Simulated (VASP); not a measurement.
Wanted: the native input for a VASP 6.6.1 run.

```yaml
Task: relaxation of cell and atoms
Functional: r2SCAN
Potentials_or_basis: VASP PAW PBE potentials, release 64 (Sb)
Cutoff: 600 eV
k_mesh: 18 × 18 × 10
Occupations: gaussian, width 0.1 eV
Spin: no spin polarisation
Target_pressure: 90 GPa
Dipole_correction: no
Further_INCAR_settings: ALGO = Normal; EDIFF = 1e-06; IBRION = 2; EDIFFG = -0.008; NSW = 70; ISIF = 3
```

The system is Sb.

```
Sb
1.0
     2.91509    0.00000    0.00000
    -1.45755    2.52454    0.00000
     0.00000    0.00000    4.75708
Sb
2
Direct
  0.33333 0.66667 0.25000
  0.66667 0.33333 0.75000
```

This isn't the form of Sb at room conditions, which is rhombohedral.

The input as run:

POSCAR

```
Sb
1.0
    2.9150933130      0.0000000000      0.0000000000
   -1.4575466565      2.5245448635      0.0000000000
    0.0000000000      0.0000000000      4.7570842146
Sb
2
Direct
    0.3333333333      0.6666666667      0.2500000000
    0.6666666667      0.3333333333      0.7500000000
```

INCAR.step1

```
ALGO = Normal ; EDIFF = 1E-4
ENCUT = 600 ; GGA = PE
ISMEAR = 0 ; LASPH = True
LCHARG = False ; LREAL = False
LWAVE = True ; NELM = 80
PREC = Accurate ; SIGMA = 0.1
```

INCAR.step2

```
ALGO = Normal ; EDIFF = 1E-6
EDIFFG = -0.008 ; ENCUT = 600
IBRION = 2 ; ISIF = 3
ISMEAR = 0 ; ISTART = 1
LASPH = True ; LCHARG = False
LMIXTAU = True ; LREAL = False
LWAVE = False ; METAGGA = R2SCAN
NELM = 80 ; NSW = 70
PREC = Accurate ; PSTRESS = 900.0
SIGMA = 0.1
```

KPOINTS

```
k-points
0
Gamma
  18 18 10
```

Potentials or basis: VASP PAW PBE potentials, release 64 (Sb).

Command:

```sh
$ cat potpaw_PBE.64/Sb/POTCAR > POTCAR
$ cp INCAR.step1 INCAR
$ mpirun -np 1 vasp_std > vasp.out
$ cp INCAR.step2 INCAR
$ mpirun -np 1 vasp_std > vasp.out
```

It gave:

The relaxed volume is 16.79 Å³/atom and the relaxed cell is a = 2.917 Å, b = 2.917 Å, c = 4.555 Å, α = 90.00°, β = 90.00°, γ = 120.00°. The space group after relaxing (to 0.1 Å) is P6_3/mmc (No. 194). The energy change on relaxing (the run minimises the enthalpy) is +364.0 meV/atom and the ionic steps are 17. The pressure after relaxing is 90.0 GPa and the band gap on the k mesh is zero (bands 5 and 6 overlap by 13.25 eV).

Caveat: the cell is relaxed towards a set pressure, so the run minimises the enthalpy, not the energy; the PAW data sets were made with another functional, which shifts forces and pressure a little; spin-orbit coupling is left out, which moves the levels of the heavy elements.

Run time: 43 min on 1 thread of Intel(R) Xeon(R) Platinum 8259CL CPU @ 2.50GHz (Skylake/Cascade Lake) (shared host), peak memory 0.25 GiB.
